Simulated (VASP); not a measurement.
# SnSe (Pnma) in VASP: single point with PBE+D3(BJ)

Aim: the single point of SnSe with PBE+D3(BJ).

Program: VASP 6.6.1. These are calculated values, not measurements. Logs are shortened: lines on timing, memory, paths and dates and some standing lists are left out, and cuts for length are marked.

### Step 1. The cell of the first run

It takes space group Pnma (No. 62, orthorhombic). The conventional cell has a = 11.041 Å, b = 4.062 Å, c = 4.116 Å, α = 90.00°, β = 90.00°, γ = 90.00°. Within 3.6 Å of Sn (site symmetry m) lie 7 Se at 2.70 to 3.55 Å and 2 Sn at 3.28 Å. Se (site symmetry m) has 7 Sn at 2.70 to 3.55 Å within 3.6 Å.

### Step 2. Single point, PBE+D3(BJ) (volume scaled by 0.880)

Contents of INCAR:

```
SYSTEM = SnSe
PREC = Accurate
ENCUT = 520
EDIFF = 1E-6
ISMEAR = 0
SIGMA = 0.05
LREAL = .False.
LASPH = .True.
NELM = 80
ALGO = Normal
ISIF = 2
LWAVE = .False.
LCHARG = .True.
GGA = PE
IVDW = 12
LELF = .True.
LVHAR = .True.
NBANDS = 50
```

Contents of KPOINTS:

```
regular mesh
0
Gamma
  4 8 8
  0 0 0
```

Contents of POSCAR:

```
SnSe
1.0
   11.0405725117      0.0000000000      0.0000000000
    0.0000000000      4.0624105481      0.0000000000
    0.0000000000      0.0000000000      4.1159870595
Sn Se
4 4
Direct
    0.1164856505      0.2500000000      0.0198185887
    0.3835143495      0.7500000000      0.5198185887
    0.6164856505      0.2500000000      0.4801814113
    0.8835143495      0.7500000000      0.9801814113
    0.3612181073      0.2500000000      0.0057122623
    0.1387818927      0.7500000000      0.5057122623
    0.8612181073      0.2500000000      0.4942877377
    0.6387818927      0.7500000000      0.9942877377
```

Potentials or basis: VASP PAW PBE potentials, release 64 (Sn_d, Se).

Run with:

```sh
cat potpaw_PBE.64/Sn_d/POTCAR potpaw_PBE.64/Se/POTCAR > POTCAR
mpirun -np 1 vasp_std > vasp.out
```

OUTCAR:

```text
SYSTEM = SnSe
   PREC = Accurate
   ENCUT = 520
   EDIFF = 1E-6
   ISMEAR = 0
   LREAL = .False.
   LASPH = .True.
   NELM = 80
   ISIF = 2
   GGA = PE
   IVDW = 12
 IVDW          = 12

 ion  position               nearest neighbor table
   1  0.116  0.250  0.020-   5 2.70   6 2.86   6 2.86   6 2.94   6 2.94   4 3.28   4 3.28
   2  0.384  0.750  0.520-   6 2.70   5 2.86   5 2.86   5 2.94   5 2.94   3 3.28   3 3.28
   3  0.616  0.250  0.480-   7 2.70   8 2.86   8 2.86   8 2.94   8 2.94   2 3.28   2 3.28
   4  0.884  0.750  0.980-   8 2.70   7 2.86   7 2.86   7 2.94   7 2.94   1 3.28   1 3.28
   5  0.361  0.250  0.006-   1 2.70   2 2.86   2 2.86   2 2.94   2 2.94
   6  0.139  0.750  0.506-   2 2.70   1 2.86   1 2.86   1 2.94   1 2.94
   7  0.861  0.250  0.494-   3 2.70   4 2.86   4 2.86   4 2.94   4 2.94
   8  0.639  0.750  0.994-   4 2.70   3 2.86   3 2.86   3 2.94   3 2.94

  LATTYP: Found a simple orthorhombic cell.
 ALAT       =     4.0624105481
 B/A-ratio  =     1.0131883547
 C/A-ratio  =     2.7177392292

  Lattice vectors:

 A1 = (   0.0000000000,   4.0624105481,   0.0000000000)
 A2 = (   0.0000000000,   0.0000000000,   4.1159870595)
 A3 = (  11.0405725117,   0.0000000000,   0.0000000000)

Analysis of symmetry for initial positions (statically):
=====================================================================
 Subroutine PRICEL returns:
 Original cell was already a primitive cell.

 Routine SETGRP: Setting up the symmetry group for a
 simple orthorhombic supercell.

 Subroutine GETGRP returns: Found  8 space group operations
 (whereof  2 operations were pure point group operations)
 out of a pool of  8 trial point group operations.

The static configuration has the point symmetry S_2 .
 The point group associated with its full space group is D_2h.

Analysis of symmetry for dynamics (positions and initial velocities):
=====================================================================
 Subroutine PRICEL returns:
 Original cell was already a primitive cell.

 Routine SETGRP: Setting up the symmetry group for a
 simple orthorhombic supercell.

 Subroutine GETGRP returns: Found  8 space group operations
 (whereof  2 operations were pure point group operations)
 out of a pool of  8 trial point group operations.

The dynamic configuration has the point symmetry S_2 .
 The point group associated with its full space group is D_2h.

 Subroutine INISYM returns: Found  8 space group operations
 (whereof  2 operations are pure point group operations),
 and found     1 'primitive' translations

----------------------------------------------------------------------------------------

                                     Primitive cell

  volume of cell :     184.6075

  direct lattice vectors                    reciprocal lattice vectors
    11.040572512  0.000000000  0.000000000     0.090575013  0.000000000  0.000000000
     0.000000000  4.062410548  0.000000000     0.000000000  0.246159266  0.000000000
     0.000000000  0.000000000  4.115987060     0.000000000  0.000000000  0.242955088

  length of vectors
    11.040572512  4.062410548  4.115987060     0.090575013  0.246159266  0.242955088

  position of ions in fractional coordinates (direct lattice)
     0.116485651  0.250000000  0.019818589
     0.383514349  0.750000000  0.519818589
     0.616485651  0.250000000  0.480181411
     0.883514349  0.750000000  0.980181411
     0.361218107  0.250000000  0.005712262
     0.138781893  0.750000000  0.505712262
     0.861218107  0.250000000  0.494287738
     0.638781893  0.750000000  0.994287738

  ion indices of the primitive-cell ions
   primitive index   ion index
                 1           1
                 2           2
                 3           3
                 4           4
                 5           5
                 6           6
                 7           7
                 8           8

----------------------------------------------------------------------------------------

 KPOINTS: regular mesh

Automatic generation of k-mesh.
 Grid dimensions read from file:
 generate k-points for:    4    8    8

 Generating k-lattice:

  Cartesian coordinates                     Fractional coordinates (reciprocal lattice)
     0.022643753  0.000000000  0.000000000     0.250000000  0.000000000  0.000000000
     0.000000000  0.030769908  0.000000000     0.000000000  0.125000000  0.000000000
     0.000000000  0.000000000  0.030369386     0.000000000  0.000000000  0.125000000

  Length of vectors
     0.022643753  0.030769908  0.030369386

  Shift w.r.t. Gamma in fractional coordinates (k-lattice)
     0.000000000  0.000000000  0.000000000

 Subroutine IBZKPT returns following result:
 ===========================================

 Found     75 irreducible k-points:

 Following reciprocal coordinates:
            Coordinates               Weight
  0.000000  0.000000  0.000000      1.000000
  0.250000  0.000000  0.000000      2.000000
  0.500000  0.000000  0.000000      1.000000
  0.000000  0.125000  0.000000      2.000000
  0.250000  0.125000  0.000000      4.000000
  0.500000  0.125000  0.000000      2.000000
[... 16 lines left out ...]
  0.250000  0.250000  0.125000      8.000000
  0.500000  0.250000  0.125000      4.000000
 [... further k-points ...]
   k-points           NKPTS =     75   k-points in BZ     NKDIM =     75   number of bands    NBANDS=     50
   number of dos      NEDOS =    301   number of ions     NIONS =      8
   total plane-waves  NPLWV =  80640
   dimension x,y,z NGX =    84 NGY =   30 NGZ =   32
   dimension x,y,z NGXF=   168 NGYF=   60 NGZF=   64
   ions per type =               4   4
   NGX,Y,Z   is equivalent  to a cutoff of  12.65, 12.28, 12.92 a.u.
   NGXF,Y,Z  is equivalent  to a cutoff of  25.30, 24.55, 25.85 a.u.
 SYSTEM =  SnSe
   PREC   = accura    normal or accurate (medium, high low for compatibility)
   ISTART =      0    job   : 0-new  1-cont  2-samecut
   ICHARG =      2    charge: 1-file 2-atom 10-const
   ISPIN  =      1    spin polarized calculation?
   LNONCOLLINEAR =      F non collinear calculations
   LSORBIT =      F    spin-orbit coupling
   LASPH  =      T    aspherical Exc in radial PAW
   ENCUT  =  520.0 eV  38.22 Ry    6.18 a.u.  20.53  7.55  7.65*2*pi/ulx,y,z
   NELM   =     80;   NELMIN=  2; NELMDL= -5     # of ELM steps
   EDIFF  = 0.1E-05   stopping-criterion for ELM
   LREAL  =      F    real-space projection
   EDIFFG = 0.1E-04   stopping-criterion for IOM
   NSW    =      0    number of steps for IOM
   IBRION =     -1    ionic relax: 0-MD 1-quasi-New 2-CG
   NFREE  =      0    steps in history (QN), initial steepest desc. (CG)
   ISIF   =      2    stress and relaxation
   ISYM   =      2    0-nonsym 1-usesym 2-fastsym
   POTIM  = 0.5000    time-step for ionic-motion
   TEBEG  =    0.0;   TEEND  =   0.0 temperature during run
   PSTRESS=    0.0 pullay stress
   NELECT =      80.0000    total number of electrons
   NUPDOWN=      -1.0000    fix difference up-down
   EMIN   =  10.00;   EMAX   =-10.00  energy-range for DOS
   EFERMI =   0.00;   METHOD = LEGACY
   ISMEAR =     0;   SIGMA  =   0.05  broadening in eV -4-tet -1-fermi 0-gaus
   EFERMI_NEDOS =   21; number of points for ismear=-14 and -15
   IALGO  =     38    algorithm
   IMIX   =      4    mixing-type and parameters
     AMIX     =   0.40;   BMIX     =  1.00
     AMIX_MAG =   1.60;   BMIX_MAG =  1.00
  volume/ion in A,a.u.               =      23.08       155.72
  Fermi-wavevector in a.u.,A,eV,Ry     =   1.238858  2.341103 20.881817  1.534770
  Thomas-Fermi vector in A             =   2.373366
   LORBIT       =      0    0 simple, 1 ext, 2 COOP (PROOUT), +10 PAW based schemes
   GGA     = PE    functional components
   LHFCALC =     F    Hartree Fock is set to
   AEXX    =    0.0000 exact exchange contribution
   IVDW    =    12    specifies the selected vdW correction
   LEPSILON=     F    determine dielectric tensor
   LRPA    =     F    only Hartree local field effects (RPA)
 non-spin polarized calculation
 Gauss-broadening in eV      SIGMA  =   0.05
  energy-cutoff  :      520.00
  volume of cell :      184.61
 maximum number of plane-waves:      5009
 NGX is ok and might be reduce to    84
   NGX = 41   NGY = 15   NGZ = 15

 number of electron      80.0000016 magnetization

 Free energy of the ion-electron system (eV)
  ---------------------------------------------------
  ext. energy  EPLUGINS =         0.00000000
  ---------------------------------------------------
  free energy    TOTEN  =       -31.92893134 eV

  energy without entropy =      -31.92817149  energy(sigma->0) =      -31.92855142

 E-fermi :   7.3487     XC(G=0): -10.4321

 val. band max:        7.3379630046   @ k =   0.0000   0.0000   0.3750
 cond. band min:       7.3667296765   @ k =   0.0000   0.0000   0.3750
 fundamental gap:      0.0287666719
 Fermi energy:         7.3486871146

 k-point     1 :       0.0000    0.0000    0.0000
  band No.  band energies     occupation
      1     -14.3298      2.00000
      2     -14.3280      2.00000
      3     -14.3201      2.00000
      4     -14.3154      2.00000
      5     -14.3093      2.00000
      6     -14.3059      2.00000
[... 42 lines left out ...]
     49      12.1437      0.00000
     50      12.4418      0.00000

 k-point     2 :       0.2500    0.0000    0.0000
  band No.  band energies     occupation
      1     -14.3282      2.00000
      2     -14.3272      2.00000
      3     -14.3182      2.00000
      4     -14.3166      2.00000
      5     -14.3121      2.00000
      6     -14.3082      2.00000
[... 42 lines left out ...]
     49      11.8501      0.00000
     50      12.6454      0.00000

 k-point     3 :       0.5000    0.0000    0.0000
  band No.  band energies     occupation
      1     -14.3261      2.00000
      2     -14.3261      2.00000
      3     -14.3166      2.00000
      4     -14.3166      2.00000
      5     -14.3134      2.00000
      6     -14.3134      2.00000
[... 1102 lines left out ...]
     49      11.8719      0.00000
     50      12.0029      0.00000

 k-point    24 :       0.5000    0.2500    0.1250
  band No.  band energies     occupation
      1     -14.3201      2.00000
      2     -14.3201      2.00000
      3     -14.3152      2.00000
      4     -14.3152      2.00000
      5     -14.3072      2.00000
      6     -14.3072      2.00000
[... 42 lines left out ...]
     49      11.4680      0.00000
     50      11.4680      0.00000

 [... further k-points ...]

------------------------ aborting loop because EDIFF is reached ----------------------------------------

 Edisp (eV)   -3.35188

 E8    (eV) :    -1.5069

  FORCE on cell =-STRESS in cart. coord.  units (eV):
  Direction    XX          YY          ZZ          XY          YZ          ZX
  --------------------------------------------------------------------------------------
  -------------------------------------------------------------------------------------
  Total       7.55285     7.52957     7.53865     0.00000    -0.00000     0.00000
  in kB      65.54986    65.34784    65.42670     0.00000    -0.00000     0.00000
  external pressure =       65.44 kB  Pullay stress =        0.00 kB

 VOLUME and BASIS-vectors are now :
 -----------------------------------------------------------------------------
  energy-cutoff  :      520.00
  volume of cell :      184.61
      direct lattice vectors                 reciprocal lattice vectors
    11.040572512  0.000000000  0.000000000     0.090575013  0.000000000  0.000000000
     0.000000000  4.062410548  0.000000000     0.000000000  0.246159266  0.000000000
     0.000000000  0.000000000  4.115987060     0.000000000  0.000000000  0.242955088

 POSITION                                       TOTAL-FORCE (eV/Angst)
 -----------------------------------------------------------------------------------
      1.28607      1.01560      0.08157        -0.021118     -0.000000     -0.005522
      4.23422      3.04681      2.13957         0.021118     -0.000000     -0.005522
      6.80635      1.01560      1.97642        -0.021118     -0.000000      0.005522
      9.75450      3.04681      4.03441         0.021118     -0.000000      0.005522
      3.98805      1.01560      0.02351         0.006772      0.000000      0.006203
      1.53223      3.04681      2.08151        -0.006772     -0.000000      0.006203
      9.50834      1.01560      2.03448         0.006772     -0.000000     -0.006203
      7.05252      3.04681      4.09248        -0.006772     -0.000000     -0.006203
 -----------------------------------------------------------------------------------
    total drift:                                0.000000      0.000000      0.000000

  FREE ENERGIE OF THE ION-ELECTRON SYSTEM (eV)
  ---------------------------------------------------
  free  energy   TOTEN  =       -35.2808112498 eV

  energy  without entropy=      -35.2800514026  energy(sigma->0) =      -35.28043133
```

Wall time 6.1 min (1 thread of Intel Xeon 6975P-C (Granite Rapids), shared host); peak memory 0.63 GiB.

Results:

```yaml
Free_energy: -35.2808 eV
Pressure: 6.5 GPa
Largest_force: 0.022 eV/Å
Band_gap_on_the_k_mesh: zero (band 40 reaches 7.37 eV, above the bottom of band 41 at 7.32 eV)
Dispersion_energy_per_atom: -0.419 eV
```

Forces in eV/Å, atoms in the order of the input:
```
Sn  -0.021  0.000 -0.006
Sn   0.021  0.000 -0.006
Sn  -0.021  0.000  0.006
Sn   0.021  0.000  0.006
Se   0.007  0.000  0.006
Se  -0.007  0.000  0.006
Se   0.007  0.000 -0.006
Se  -0.007  0.000 -0.006
```

Caveat: spin-orbit coupling is left out, which moves the levels of the heavy elements; pairwise dispersion overbinds metals, which lowers pressure and volume.
